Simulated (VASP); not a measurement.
# Ge (Imma) in VASP: notebook

The runs below take Ge through single point, with PBEsol.

All numbers are computed with VASP 6.6.1; they aren't measurements. Logs are shortened: lines on timing, memory, paths and dates and some standing lists are left out, and cuts for length are marked.

### Step 1. The cell of the first run

The structure is orthorhombic, space group Imma (No. 74). Conventional cell: a = 4.992 Å, b = 5.302 Å, c = 2.874 Å, α = 90.00°, β = 90.00°, γ = 90.00°. Ge (site symmetry mm2) has 8 Ge at 2.68 to 3.08 Å within 3.5 Å.

### Step 2. Single point, PBEsol

The input, INCAR:

```
  PREC = Accurate
  ENCUT = 520
  EDIFF = 1E-6
  ISMEAR = 1
  SIGMA = 0.15
  LREAL = False
  LASPH = True
  NELM = 100
  ALGO = Normal
  ISIF = 2
  LWAVE = False
  LCHARG = False
  GGA = PS
  NBANDS = 21
```

The input, KPOINTS:

```
regular mesh
0
Gamma
  11 11 11
```

The input, POSCAR:

```
Ge
1.0
   -2.4958980000      2.6508630000      1.4369470000
    2.4958980000     -2.6508630000      1.4369470000
    2.4958980000      2.6508630000     -1.4369470000
Ge
2
Direct
    0.1859430000      0.9359430000      0.2500000000
    0.8140570000      0.0640570000      0.7500000000
```

Potentials or basis: VASP PAW PBE potentials, release 64 (Ge_d).

Run with:

```bash
cat potpaw_PBE.64/Ge_d/POTCAR > POTCAR
mpirun -np 1 vasp_std > vasp.out
```

OUTCAR:

```text
PREC = Accurate
   ENCUT = 520
   EDIFF = 1E-6
   ISMEAR = 1
   LREAL = False
   LASPH = True
   NELM = 100
   ISIF = 2
   GGA = PS

 ion  position               nearest neighbor table
   1  0.186  0.936  0.250-   2 2.68   2 2.68   2 2.72   2 2.72
   2  0.814  0.064  0.750-   1 2.68   1 2.68   1 2.72   1 2.72

  LATTYP: Found a body centered orthorhombic cell.
 ALAT       =     2.8738940000
 B/A-ratio  =     1.7369450648
 C/A-ratio  =     1.8447882907

  Lattice vectors:

 A1 = (   2.4958980000,  -2.6508630000,   1.4369470000)
 A2 = (  -2.4958980000,  -2.6508630000,  -1.4369470000)
 A3 = (   2.4958980000,   2.6508630000,  -1.4369470000)

Analysis of symmetry for initial positions (statically):
=====================================================================
 Subroutine PRICEL returns:
 Original cell was already a primitive cell.

 Routine SETGRP: Setting up the symmetry group for a
 body centered orthorhombic supercell.

 Subroutine GETGRP returns: Found  8 space group operations
 (whereof  4 operations were pure point group operations)
 out of a pool of  8 trial point group operations.

The static configuration has the point symmetry C_2h.
 The point group associated with its full space group is D_2h.

Analysis of symmetry for dynamics (positions and initial velocities):
=====================================================================
 Subroutine PRICEL returns:
 Original cell was already a primitive cell.

 Routine SETGRP: Setting up the symmetry group for a
 body centered orthorhombic supercell.

 Subroutine GETGRP returns: Found  8 space group operations
 (whereof  4 operations were pure point group operations)
 out of a pool of  8 trial point group operations.

The dynamic configuration has the point symmetry C_2h.
 The point group associated with its full space group is D_2h.

 Subroutine INISYM returns: Found  8 space group operations
 (whereof  4 operations are pure point group operations),
 and found     1 'primitive' translations

----------------------------------------------------------------------------------------

                                     Primitive cell

  volume of cell :      38.0290

  direct lattice vectors                    reciprocal lattice vectors
    -2.495898000  2.650863000  1.436947000     0.000000000  0.188617820  0.347959946
     2.495898000 -2.650863000  1.436947000     0.200328699  0.000000000  0.347959946
     2.495898000  2.650863000 -1.436947000     0.200328699  0.188617820  0.000000000

  length of vectors
     3.914255760  3.914255760  3.914255760     0.395793893  0.401506801  0.275151358

  position of ions in fractional coordinates (direct lattice)
     0.185943000  0.935943000  0.250000000
     0.814057000  0.064057000  0.750000000

  ion indices of the primitive-cell ions
   primitive index   ion index
                 1           1
                 2           2

----------------------------------------------------------------------------------------

 KPOINTS: regular mesh

Automatic generation of k-mesh.
 Grid dimensions read from file:
 generate k-points for:   11   11   11

 Generating k-lattice:

  Cartesian coordinates                     Fractional coordinates (reciprocal lattice)
     0.000000000  0.017147075  0.031632722     0.090909091 -0.000000000  0.000000000
     0.018211700  0.000000000  0.031632722    -0.000000000  0.090909091  0.000000000
     0.018211700  0.017147075  0.000000000     0.000000000  0.000000000  0.090909091

  Length of vectors
     0.035981263  0.036500618  0.025013760

  Shift w.r.t. Gamma in fractional coordinates (k-lattice)
     0.000000000  0.000000000  0.000000000

 Subroutine IBZKPT returns following result:
 ===========================================

 Found    216 irreducible k-points:

 Following reciprocal coordinates:
            Coordinates               Weight
  0.000000  0.000000  0.000000      1.000000
  0.090909  0.000000 -0.000000      4.000000
  0.181818  0.000000 -0.000000      4.000000
  0.272727  0.000000 -0.000000      4.000000
  0.363636  0.000000 -0.000000      4.000000
  0.454545  0.000000 -0.000000      4.000000
[... 16 lines left out ...]
  0.454545  0.181818 -0.000000      8.000000
 -0.454545  0.181818  0.000000      8.000000
 [... further k-points ...]
   k-points           NKPTS =    216   k-points in BZ     NKDIM =    216   number of bands    NBANDS=     21
   number of dos      NEDOS =    301   number of ions     NIONS =      2
   total plane-waves  NPLWV =  27000
   dimension x,y,z NGX =    30 NGY =   30 NGZ =   30
   dimension x,y,z NGXF=    60 NGYF=   60 NGZF=   60
   ions per type =               2
   NGX,Y,Z   is equivalent  to a cutoff of  12.74, 12.74, 12.74 a.u.
   NGXF,Y,Z  is equivalent  to a cutoff of  25.48, 25.48, 25.48 a.u.
 SYSTEM =  unknown system
   PREC   = accura    normal or accurate (medium, high low for compatibility)
   ISTART =      0    job   : 0-new  1-cont  2-samecut
   ICHARG =      2    charge: 1-file 2-atom 10-const
   ISPIN  =      1    spin polarized calculation?
   LNONCOLLINEAR =      F non collinear calculations
   LSORBIT =      F    spin-orbit coupling
   LASPH  =      T    aspherical Exc in radial PAW
   ENCUT  =  520.0 eV  38.22 Ry    6.18 a.u.   7.28  7.28  7.28*2*pi/ulx,y,z
   NELM   =    100;   NELMIN=  2; NELMDL= -5     # of ELM steps
   EDIFF  = 0.1E-05   stopping-criterion for ELM
   LREAL  =      F    real-space projection
   EDIFFG = 0.1E-04   stopping-criterion for IOM
   NSW    =      0    number of steps for IOM
   IBRION =     -1    ionic relax: 0-MD 1-quasi-New 2-CG
   NFREE  =      0    steps in history (QN), initial steepest desc. (CG)
   ISIF   =      2    stress and relaxation
   ISYM   =      2    0-nonsym 1-usesym 2-fastsym
   POTIM  = 0.5000    time-step for ionic-motion
   TEBEG  =    0.0;   TEEND  =   0.0 temperature during run
   PSTRESS=    0.0 pullay stress
   NELECT =      28.0000    total number of electrons
   NUPDOWN=      -1.0000    fix difference up-down
   EMIN   =  10.00;   EMAX   =-10.00  energy-range for DOS
   EFERMI =   0.00;   METHOD = LEGACY
   ISMEAR =     1;   SIGMA  =   0.15  broadening in eV -4-tet -1-fermi 0-gaus
   EFERMI_NEDOS =   21; number of points for ismear=-14 and -15
   IALGO  =     38    algorithm
   IMIX   =      4    mixing-type and parameters
     AMIX     =   0.40;   BMIX     =  1.00
     AMIX_MAG =   1.60;   BMIX_MAG =  1.00
  volume/ion in A,a.u.               =      19.01       128.32
  Fermi-wavevector in a.u.,A,eV,Ry     =   1.478277  2.793539 29.732860  2.185304
  Thomas-Fermi vector in A             =   2.592578
   LORBIT       =      0    0 simple, 1 ext, 2 COOP (PROOUT), +10 PAW based schemes
   GGA     = PS    functional components
   LHFCALC =     F    Hartree Fock is set to
   AEXX    =    0.0000 exact exchange contribution
   IVDW    =     0    specifies the selected vdW correction
   LEPSILON=     F    determine dielectric tensor
   LRPA    =     F    only Hartree local field effects (RPA)
 non-spin polarized calculation
 Methfessel and Paxton  Order N= 1 SIGMA  =   0.15
  energy-cutoff  :      520.00
  volume of cell :       38.03
 maximum number of plane-waves:      1044
 NGX is ok and might be reduce to    30
   NGX = 15   NGY = 15   NGZ = 15

 number of electron      28.0000014 magnetization

 Free energy of the ion-electron system (eV)
  ---------------------------------------------------
  ext. energy  EPLUGINS =         0.00000000
  ---------------------------------------------------
  free energy    TOTEN  =        -9.51089222 eV

  energy without entropy =       -9.51125560  energy(sigma->0) =       -9.51101334

 E-fermi :   6.4063     XC(G=0): -11.3395

 val. band max:        6.4058748796   @ k =   0.4545   0.1818  -0.0000
 cond. band min:       6.4103002381   @ k =   0.4545   0.4545  -0.0000
 fundamental gap:      0.0044253584
 Fermi energy:         6.4062604871

 k-point     1 :       0.0000    0.0000    0.0000
  band No.  band energies     occupation
      1     -18.2806      2.00000
      2     -18.2034      2.00000
      3     -18.2010      2.00000
      4     -18.1980      2.00000
      5     -18.1643      2.00000
      6     -18.1281      2.00000
[... 13 lines left out ...]
     20      17.1209      0.00000
     21      19.0452      0.00000

 k-point     2 :       0.0909    0.0000   -0.0000
  band No.  band energies     occupation
      1     -18.2743      2.00000
      2     -18.1969      2.00000
      3     -18.1939      2.00000
      4     -18.1892      2.00000
      5     -18.1660      2.00000
      6     -18.1306      2.00000
[... 13 lines left out ...]
     20      17.3314      0.00000
     21      18.3555      0.00000

 k-point     3 :       0.1818    0.0000   -0.0000
  band No.  band energies     occupation
      1     -18.2571      2.00000
      2     -18.1830      2.00000
      3     -18.1770      2.00000
      4     -18.1696      2.00000
      5     -18.1613      2.00000
      6     -18.1348      2.00000
[... 13 lines left out ...]
     20      15.5375      0.00000
     21      18.4809      0.00000

 k-point     4 :       0.2727    0.0000   -0.0000
  band No.  band energies     occupation
      1     -18.2333      2.00000
      2     -18.1768      2.00000
      3     -18.1632      2.00000
      4     -18.1588      2.00000
      5     -18.1292      2.00000
      6     -18.1268      2.00000
[... 13 lines left out ...]
     20      14.3611      0.00000
     21      19.0853      0.00000

 k-point     5 :       0.3636    0.0000   -0.0000
  band No.  band energies     occupation
      1     -18.2086      2.00000
      2     -18.1767      2.00000
      3     -18.1526      2.00000
      4     -18.1480      2.00000
      5     -18.1312      2.00000
      6     -18.1308      2.00000
[... 13 lines left out ...]
     20      14.8933      0.00000
     21      20.2232      0.00000

 k-point     6 :       0.4545    0.0000   -0.0000
  band No.  band energies     occupation
      1     -18.1884      2.00000
      2     -18.1711      2.00000
      3     -18.1576      2.00000
      4     -18.1547      2.00000
      5     -18.1421      2.00000
      6     -18.1260      2.00000
[... 13 lines left out ...]
     20      17.3789      0.00000
     21      18.0400      0.00000

 k-point     7 :       0.0000    0.0909   -0.0000
  band No.  band energies     occupation
      1     -18.2763      2.00000
      2     -18.1978      2.00000
      3     -18.1942      2.00000
      4     -18.1931      2.00000
      5     -18.1602      2.00000
      6     -18.1323      2.00000
[... 13 lines left out ...]
     20      17.4164      0.00000
     21      17.4752      0.00000
[... 291 lines left out ...]
      1     -18.2429      2.00000
      2     -18.1817      2.00000
      3     -18.1728      2.00000
      4     -18.1623      2.00000
      5     -18.1427      2.00000
      6     -18.1060      2.00000
[... 13 lines left out ...]
     20      14.6019      0.00000
     21      17.0917      0.00000

 k-point    21 :       0.2727    0.1818   -0.0000
  band No.  band energies     occupation
      1     -18.2288      2.00000
      2     -18.1800      2.00000
      3     -18.1776      2.00000
      4     -18.1519      2.00000
      5     -18.1285      2.00000
      6     -18.1220      2.00000
[... 13 lines left out ...]
     20      16.4131      0.00000
     21      18.4001      0.00000

 k-point    22 :       0.3636    0.1818   -0.0000
  band No.  band energies     occupation
      1     -18.2136      2.00000
      2     -18.1858      2.00000
      3     -18.1706      2.00000
      4     -18.1387      2.00000
      5     -18.1339      2.00000
      6     -18.1087      2.00000
[... 13 lines left out ...]
     20      17.3927      0.00000
     21      18.6132      0.00000

 k-point    23 :       0.4545    0.1818   -0.0000
  band No.  band energies     occupation
      1     -18.2060      2.00000
      2     -18.1784      2.00000
      3     -18.1589      2.00000
      4     -18.1515      2.00000
      5     -18.1286      2.00000
      6     -18.1035      2.00000
[... 13 lines left out ...]
     20      17.1929      0.00000
     21      18.3254      0.00000

 k-point    24 :      -0.4545    0.1818    0.0000
  band No.  band energies     occupation
      1     -18.2087      2.00000
      2     -18.1736      2.00000
      3     -18.1640      2.00000
      4     -18.1475      2.00000
      5     -18.1401      2.00000
      6     -18.1053      2.00000
[... 13 lines left out ...]
     20      17.1915      0.00000
     21      17.3910      0.00000

 [... further k-points ...]
[... 5 lines left out ...]
  --------------------------------------------------------------------------------------
  -------------------------------------------------------------------------------------
  Total       -0.3160110     -0.8539163     -0.6805618      0.0000000      0.0000000      0.0000000
  in kB      -13.3136756    -35.9758487    -28.6723511      0.0000000      0.0000000      0.0000000
  external PRESSURE =     -25.9872918 kB  Pullay stress =       0.0000000 kB

 VOLUME and BASIS-vectors are now :
 -----------------------------------------------------------------------------
  energy-cutoff  :      520.00
  volume of cell :       38.03
      direct lattice vectors                 reciprocal lattice vectors
    -2.495898000  2.650863000  1.436947000     0.000000000  0.188617820  0.347959946
     2.495898000 -2.650863000  1.436947000     0.200328699  0.000000000  0.347959946
     2.495898000  2.650863000 -1.436947000     0.200328699  0.188617820  0.000000000

 POSITION                                       TOTAL-FORCE (eV/Angst)
 -----------------------------------------------------------------------------------
      2.49590     -1.32543      1.25285        -0.000000      0.000000     -0.063799
      0.00000      3.97629      0.18409         0.000000     -0.000000      0.063799
 -----------------------------------------------------------------------------------
    total drift:                                0.000000      0.000000     -0.000000

  FREE ENERGIE OF THE ION-ELECTRON SYSTEM (eV)
  ---------------------------------------------------
  free  energy   TOTEN  =        -9.5108922161 eV

  energy  without entropy=       -9.5112555986  energy(sigma->0) =       -9.51101334
```

Wall time 79 s (1 thread of Intel Xeon Platinum 8488C (Sapphire Rapids), shared host); peak memory 0.26 GiB.

Results:

```yaml
Free_energy: -9.5109 eV
Pressure: -2.6 GPa
Largest_force: 0.064 eV/Å
Band_gap_on_the_k_mesh: zero (band 14 reaches 8.47 eV, above the bottom of band 15 at 3.26 eV)
```

Forces on the atoms (eV/Å):
```
Ge   0.000  0.000 -0.064
Ge   0.000  0.000  0.064
```

Stress tensor (GPa, compression positive):
```
-1.33  0.00  0.00
 0.00 -3.60  0.00
 0.00  0.00 -2.87
```

Caveat: the PAW data sets were made with another functional, which shifts forces and pressure a little.

### Step 3. Single point, PBEsol

The input, INCAR:

```
SYSTEM = Ge
ALGO = Normal
EDIFF = 1E-6
ENCUT = 520
GGA = PS
ISIF = 2
ISMEAR = 1
LASPH = .TRUE.
LCHARG = .FALSE.
LREAL = .FALSE.
LWAVE = .FALSE.
NBANDS = 21
NELM = 100
PREC = Accurate
SIGMA = 0.15
```

The input, KPOINTS:

```
k-points
0
G
  11 11 11
  0 0 0
```

POSCAR is that of step 2.

Potentials or basis: VASP PAW PBE potentials, release 64 (Ge_d).

Run with:

```bash
cat potpaw_PBE.64/Ge_d/POTCAR > POTCAR
mpirun -np 1 vasp_std > vasp.out
```

Run time: 76 s. Hardware: 1 thread of Intel Xeon Platinum 8488C (Sapphire Rapids), shared host; peak memory 0.27 GiB.

It converged, with:

- Free energy: -9.5109 eV
- Pressure: -2.6 GPa
- Largest force: 0.064 eV/Å
- Band gap on the k mesh: zero (band 14 reaches 8.47 eV, above the bottom of band 15 at 3.26 eV)

Forces on the atoms (eV/Å):
```
Ge   0.000  0.000 -0.064
Ge   0.000  0.000  0.064
```

Stress tensor (GPa, compression positive):
```
-1.33  0.00  0.00
 0.00 -3.60  0.00
 0.00  0.00 -2.87
```

Levels at points of the mesh, in eV from the Fermi level:
| k point | band 12 | band 13 | band 14 | band 15 | band 16 | band 17 |
| --- | --- | --- | --- | --- | --- | --- |
| (0.00, 0.00, 0.00) | -3.84 | -2.36 | -1.92 | 3.41 | 6.93 | 7.15 |

Caveat: the PAW data sets were made with another functional, which shifts forces and pressure a little.
